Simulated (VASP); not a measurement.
# Ru (P6_3/mmc) in VASP: settings compared

Ru is run at these levels: PBE, revPBE; tasks: single point.

All numbers are computed with VASP 6.6.1; they aren't measurements. Logs are shortened: lines on timing, memory, paths and dates and some standing lists are left out, and cuts for length are marked.

## (1) The cell of the first run

It takes space group P6_3/mmc (No. 194, hexagonal). Conventional cell: a = 2.706 Å, b = 2.706 Å, c = 4.282 Å, α = 90.00°, β = 90.00°, γ = 120.00°. Ru (site symmetry -6m2) has 12 Ru at 2.65 to 2.71 Å within 3.5 Å.

## (2) Single point, PBE

File INCAR:

```
  ALGO = Fast
  EDIFF = 1E-6
  ENCUT = 520
  GGA = PE
  ISIF = 2
  ISMEAR = 0
  LASPH = True
  LCHARG = False
  LREAL = False
  LWAVE = False
  NBANDS = 21
  NELM = 100
  PREC = Accurate
  SIGMA = 0.011
```

File KPOINTS:

```
k-points
0
Gamma
  11 11 6
```

File POSCAR:

```
Ru
1.0
    2.7058000000      0.0000000000      0.0000000000
   -1.3529000000      2.3432915376      0.0000000000
    0.0000000000      0.0000000000      4.2819000000
Ru
2
Direct
    0.6666666667      0.3333333333      0.7500000000
    0.3333333333      0.6666666667      0.2500000000
```

Potentials or basis: VASP PAW PBE potentials, release 64 (Ru_pv).

Launch:

```bash
$ cat potpaw_PBE.64/Ru_pv/POTCAR > POTCAR
$ mpirun -np 1 vasp_std > vasp.out
```

OUTCAR:

```text
EDIFF = 1E-6
   ENCUT = 520
   GGA = PE
   ISIF = 2
   ISMEAR = 0
   LASPH = True
   LREAL = False
   NELM = 100
   PREC = Accurate

 ion  position               nearest neighbor table
   1  0.667  0.333  0.750-   2 2.65   2 2.65   2 2.65   2 2.65   2 2.65   2 2.65
   2  0.333  0.667  0.250-   1 2.65   1 2.65   1 2.65   1 2.65   1 2.65   1 2.65

  LATTYP: Found a hexagonal cell.
 ALAT       =     2.7058000000
 C/A-ratio  =     1.5824894671

  Lattice vectors:

 A1 = (   2.7058000000,   0.0000000000,   0.0000000000)
 A2 = (  -1.3529000000,   2.3432915376,   0.0000000000)
 A3 = (   0.0000000000,   0.0000000000,   4.2819000000)

Analysis of symmetry for initial positions (statically):
=====================================================================
 Subroutine PRICEL returns:
 Original cell was already a primitive cell.

 Routine SETGRP: Setting up the symmetry group for a
 hexagonal supercell.

 Subroutine GETGRP returns: Found 24 space group operations
 (whereof 12 operations were pure point group operations)
 out of a pool of 24 trial point group operations.

The static configuration has the point symmetry D_3d.
 The point group associated with its full space group is D_6h.

Analysis of symmetry for dynamics (positions and initial velocities):
=====================================================================
 Subroutine PRICEL returns:
 Original cell was already a primitive cell.

 Routine SETGRP: Setting up the symmetry group for a
 hexagonal supercell.

 Subroutine GETGRP returns: Found 24 space group operations
 (whereof 12 operations were pure point group operations)
 out of a pool of 24 trial point group operations.

The dynamic configuration has the point symmetry D_3d.
 The point group associated with its full space group is D_6h.

 Subroutine INISYM returns: Found 24 space group operations
 (whereof 12 operations are pure point group operations),
 and found     1 'primitive' translations

----------------------------------------------------------------------------------------

                                     Primitive cell

  volume of cell :      27.1493

  direct lattice vectors                    reciprocal lattice vectors
     2.705800000  0.000000000  0.000000000     0.369576465  0.213375072  0.000000000
    -1.352900000  2.343291538  0.000000000     0.000000000  0.426750144  0.000000000
     0.000000000  0.000000000  4.281900000     0.000000000  0.000000000  0.233541185

  length of vectors
     2.705800000  2.705800000  4.281900000     0.426750144  0.426750144  0.233541185

  position of ions in fractional coordinates (direct lattice)
     0.666666667  0.333333333  0.750000000
     0.333333333  0.666666667  0.250000000

  ion indices of the primitive-cell ions
   primitive index   ion index
                 1           1
                 2           2

----------------------------------------------------------------------------------------

 KPOINTS: k-points

Automatic generation of k-mesh.
 Grid dimensions read from file:
 generate k-points for:   11   11    6

 Generating k-lattice:

  Cartesian coordinates                     Fractional coordinates (reciprocal lattice)
     0.033597860  0.019397734  0.000000000     0.090909091  0.000000000  0.000000000
     0.000000000  0.038795468  0.000000000     0.000000000  0.090909091  0.000000000
     0.000000000  0.000000000  0.038923531     0.000000000  0.000000000  0.166666667

  Length of vectors
     0.038795468  0.038795468  0.038923531

  Shift w.r.t. Gamma in fractional coordinates (k-lattice)
     0.000000000  0.000000000  0.000000000

 Subroutine IBZKPT returns following result:
 ===========================================

 Found     64 irreducible k-points:

 Following reciprocal coordinates:
            Coordinates               Weight
  0.000000  0.000000  0.000000      1.000000
  0.090909  0.000000  0.000000      6.000000
  0.181818  0.000000  0.000000      6.000000
  0.272727  0.000000  0.000000      6.000000
  0.363636  0.000000  0.000000      6.000000
  0.454545  0.000000  0.000000      6.000000
[... 16 lines left out ...]
  0.090909  0.090909  0.166667     12.000000
  0.181818  0.090909  0.166667     24.000000
 [... further k-points ...]
   k-points           NKPTS =     64   k-points in BZ     NKDIM =     64   number of bands    NBANDS=     21
   number of dos      NEDOS =    301   number of ions     NIONS =      2
   total plane-waves  NPLWV =  12800
   dimension x,y,z NGX =    20 NGY =   20 NGZ =   32
   dimension x,y,z NGXF=    40 NGYF=   40 NGZF=   64
   ions per type =               2
   NGX,Y,Z   is equivalent  to a cutoff of  12.29, 12.29, 12.42 a.u.
   NGXF,Y,Z  is equivalent  to a cutoff of  24.58, 24.58, 24.85 a.u.
 SYSTEM =  unknown system
   PREC   = accura    normal or accurate (medium, high low for compatibility)
   ISTART =      0    job   : 0-new  1-cont  2-samecut
   ICHARG =      2    charge: 1-file 2-atom 10-const
   ISPIN  =      1    spin polarized calculation?
   LNONCOLLINEAR =      F non collinear calculations
   LSORBIT =      F    spin-orbit coupling
   LASPH  =      T    aspherical Exc in radial PAW
   ENCUT  =  520.0 eV  38.22 Ry    6.18 a.u.   5.03  5.03  7.96*2*pi/ulx,y,z
   NELM   =    100;   NELMIN=  2; NELMDL= -5     # of ELM steps
   EDIFF  = 0.1E-05   stopping-criterion for ELM
   LREAL  =      F    real-space projection
   EDIFFG = 0.1E-04   stopping-criterion for IOM
   NSW    =      0    number of steps for IOM
   IBRION =     -1    ionic relax: 0-MD 1-quasi-New 2-CG
   NFREE  =      0    steps in history (QN), initial steepest desc. (CG)
   ISIF   =      2    stress and relaxation
   ISYM   =      2    0-nonsym 1-usesym 2-fastsym
   POTIM  = 0.5000    time-step for ionic-motion
   TEBEG  =    0.0;   TEEND  =   0.0 temperature during run
   PSTRESS=    0.0 pullay stress
   NELECT =      28.0000    total number of electrons
   NUPDOWN=      -1.0000    fix difference up-down
   EMIN   =  10.00;   EMAX   =-10.00  energy-range for DOS
   EFERMI =   0.00;   METHOD = LEGACY
   ISMEAR =     0;   SIGMA  =   0.01  broadening in eV -4-tet -1-fermi 0-gaus
   EFERMI_NEDOS =   21; number of points for ismear=-14 and -15
   IALGO  =     68    algorithm
   IMIX   =      4    mixing-type and parameters
     AMIX     =   0.40;   BMIX     =  1.00
     AMIX_MAG =   1.60;   BMIX_MAG =  1.00
  volume/ion in A,a.u.               =      13.57        91.61
  Fermi-wavevector in a.u.,A,eV,Ry     =   1.654022  3.125649 37.222674  2.735789
  Thomas-Fermi vector in A             =   2.742361
   LORBIT       =      0    0 simple, 1 ext, 2 COOP (PROOUT), +10 PAW based schemes
   GGA     = PE    functional components
   LHFCALC =     F    Hartree Fock is set to
   AEXX    =    0.0000 exact exchange contribution
   IVDW    =     0    specifies the selected vdW correction
   LEPSILON=     F    determine dielectric tensor
   LRPA    =     F    only Hartree local field effects (RPA)
 non-spin polarized calculation
 RMM-DIIS sequential band-by-band and
 Gauss-broadening in eV      SIGMA  =   0.01
  energy-cutoff  :      520.00
  volume of cell :       27.15
 maximum number of plane-waves:       744
 NGX is ok and might be reduce to    20
   NGX =  9   NGY =  9   NGZ = 15

 number of electron      28.0000008 magnetization

 Free energy of the ion-electron system (eV)
  ---------------------------------------------------
  ext. energy  EPLUGINS =         0.00000000
  ---------------------------------------------------
  free energy    TOTEN  =       -18.45024611 eV

  energy without entropy =      -18.44971555  energy(sigma->0) =      -18.44998083

 E-fermi :  12.7945     XC(G=0): -14.1201

 val. band max:       12.7594724169   @ k =   0.2727   0.0000   0.0000
 cond. band min:      12.7953606464   @ k =   0.2727   0.1818   0.1667
 fundamental gap:      0.0358882295
 Fermi energy:        12.7944999080

 k-point     1 :       0.0000    0.0000    0.0000
  band No.  band energies     occupation
      1     -30.8020      2.00000
      2     -29.8681      2.00000
      3     -29.8681      2.00000
      4     -29.6979      2.00000
      5     -29.6979      2.00000
      6     -29.6578      2.00000
[... 13 lines left out ...]
     20      23.2733      0.00000
     21      23.3017      0.00000

 k-point     2 :       0.0909    0.0000    0.0000
  band No.  band energies     occupation
      1     -30.7740      2.00000
      2     -29.9275      2.00000
      3     -29.8881      2.00000
      4     -29.7598      2.00000
      5     -29.7061      2.00000
      6     -29.6708      2.00000
[... 13 lines left out ...]
     20      23.2735      0.00000
     21      23.2948      0.00000

 k-point     3 :       0.1818    0.0000    0.0000
  band No.  band energies     occupation
      1     -30.6943      2.00000
      2     -30.0868      2.00000
      3     -29.9398      2.00000
      4     -29.9218      2.00000
      5     -29.7297      2.00000
      6     -29.7102      2.00000
[... 13 lines left out ...]
     20      23.2733      0.00000
     21      23.2846      0.00000

 k-point     4 :       0.2727    0.0000    0.0000
  band No.  band energies     occupation
      1     -30.5764      2.00000
      2     -30.2955      2.00000
      3     -30.1258      2.00000
      4     -30.0045      2.00000
      5     -29.7751      2.00000
      6     -29.7629      2.00000
[... 13 lines left out ...]
     20      23.2751      0.00000
     21      23.2944      0.00000

 k-point     5 :       0.3636    0.0000    0.0000
  band No.  band energies     occupation
      1     -30.4868      2.00000
      2     -30.4432      2.00000
      3     -30.3061      2.00000
      4     -30.0618      2.00000
      5     -29.8593      2.00000
      6     -29.7950      2.00000
[... 13 lines left out ...]
     20      23.2687      0.00000
     21      23.7694      0.00000
[... 382 lines left out ...]
     20      23.9441      0.00000
     21      25.1081      0.00000

 k-point    22 :       0.4545    0.0000    0.1667
  band No.  band energies     occupation
      1     -30.6573      2.00000
      2     -30.4750      2.00000
      3     -30.2370      2.00000
      4     -30.0766      2.00000
      5     -29.9106      2.00000
      6     -29.8337      2.00000
[... 13 lines left out ...]
     20      23.4002      0.00000
     21      24.6835      0.00000

 k-point    23 :       0.0909    0.0909    0.1667
  band No.  band energies     occupation
      1     -30.6637      2.00000
      2     -30.0039      2.00000
      3     -29.9593      2.00000
      4     -29.8826      2.00000
      5     -29.7447      2.00000
      6     -29.7230      2.00000
[... 13 lines left out ...]
     20      23.2733      0.00000
     21      24.4515      0.00000

 k-point    24 :       0.1818    0.0909    0.1667
  band No.  band energies     occupation
      1     -30.5940      2.00000
      2     -30.1637      2.00000
      3     -30.1154      2.00000
      4     -29.9602      2.00000
      5     -29.7902      2.00000
      6     -29.7576      2.00000
[... 13 lines left out ...]
     20      23.2732      0.00000
     21      24.5738      0.00000

 [... further k-points ...]
[... 5 lines left out ...]
  --------------------------------------------------------------------------------------
  -------------------------------------------------------------------------------------
  Total        0.7406846      0.7406846      0.7886075      0.0000000      0.0000000      0.0000000
  in kB       43.7104612     43.7104612     46.5385581      0.0000000      0.0000000      0.0000000
  external PRESSURE =      44.6531601 kB  Pullay stress =       0.0000000 kB

 VOLUME and BASIS-vectors are now :
 -----------------------------------------------------------------------------
  energy-cutoff  :      520.00
  volume of cell :       27.15
      direct lattice vectors                 reciprocal lattice vectors
     2.705800000  0.000000000  0.000000000     0.369576465  0.213375072  0.000000000
    -1.352900000  2.343291538  0.000000000     0.000000000  0.426750144  0.000000000
     0.000000000  0.000000000  4.281900000     0.000000000  0.000000000  0.233541185

 POSITION                                       TOTAL-FORCE (eV/Angst)
 -----------------------------------------------------------------------------------
      1.35290      0.78110      3.21143         0.000000     -0.000000      0.000000
     -0.00000      1.56219      1.07048        -0.000000      0.000000      0.000000
 -----------------------------------------------------------------------------------
    total drift:                               -0.000000      0.000000     -0.000000

  FREE ENERGIE OF THE ION-ELECTRON SYSTEM (eV)
  ---------------------------------------------------
  free  energy   TOTEN  =       -18.4502461129 eV

  energy  without entropy=      -18.4497155467  energy(sigma->0) =      -18.44998083
```

It took 29 s on 1 thread of Intel Xeon Platinum 8259CL at 2.50GHz (Skylake/Cascade Lake), shared host; peak memory 0.15 GiB.

Results:

| Property | Result |
| --- | --- |
| Free energy | -18.4502 eV |
| Pressure | 4.5 GPa |
| Band gap on the k mesh | zero (band 14 reaches 14.34 eV, above the bottom of band 15 at 11.27 eV) |

Stress tensor (GPa, compression positive):
```
4.37 0.00 0.00
0.00 4.37 0.00
0.00 0.00 4.65
```

## (3) Single point, revPBE

This run uses another cell than the first one, of 13.91 Å³/atom, 1.024 times its volume.

File INCAR:

```
SYSTEM = Ru
ALGO = Normal
EDIFF = 1E-7
ENCUT = 520
GGA = RE
ISIF = 2
ISMEAR = -1
LASPH = .TRUE.
LCHARG = .TRUE.
LELF = .TRUE.
LREAL = .FALSE.
LVHAR = .TRUE.
LWAVE = .FALSE.
NBANDS = 21
NELM = 100
PREC = Accurate
SIGMA = 0.05
```

File KPOINTS:

```
k-points
0
G
  11 11 6
  0 0 0
```

File POSCAR:

```
Ru
1.0
    2.7286198725      0.0000000000      0.0000000000
   -1.3643099362      2.3630541268      0.0000000000
    0.0000000000      0.0000000000      4.3131255411
Ru
2
Direct
    0.6666666667      0.3333333333      0.7500000000
    0.3333333333      0.6666666667      0.2500000000
```

Potentials or basis: VASP PAW PBE potentials, release 64 (Ru_pv).

Launch:

```bash
$ cat potpaw_PBE.64/Ru_pv/POTCAR > POTCAR
$ mpirun -np 1 vasp_std > vasp.out
```

It took 31 s on 1 thread of Intel Xeon Platinum 8259CL at 2.50GHz (Skylake/Cascade Lake), shared host; peak memory 0.15 GiB.

The run converged. Its results:

- Free energy: -17.4467 eV
- Pressure: 0.0 GPa
- Band gap on the k mesh: zero (band 14 reaches 13.89 eV, above the bottom of band 15 at 10.94 eV)

Levels at points of the mesh, in eV from the Fermi level:
```
           k point  band 12  band 13  band 14  band 15  band 16  band 17
(0.00, 0.00, 0.00)    -1.78    -1.78    -1.28    -1.28     1.20     1.20
(0.00, 0.00, 0.50)    -2.60    -2.56    -2.56     0.58     0.58     0.58
```

Caveat: the PAW data sets were made with another functional, which shifts forces and pressure a little.
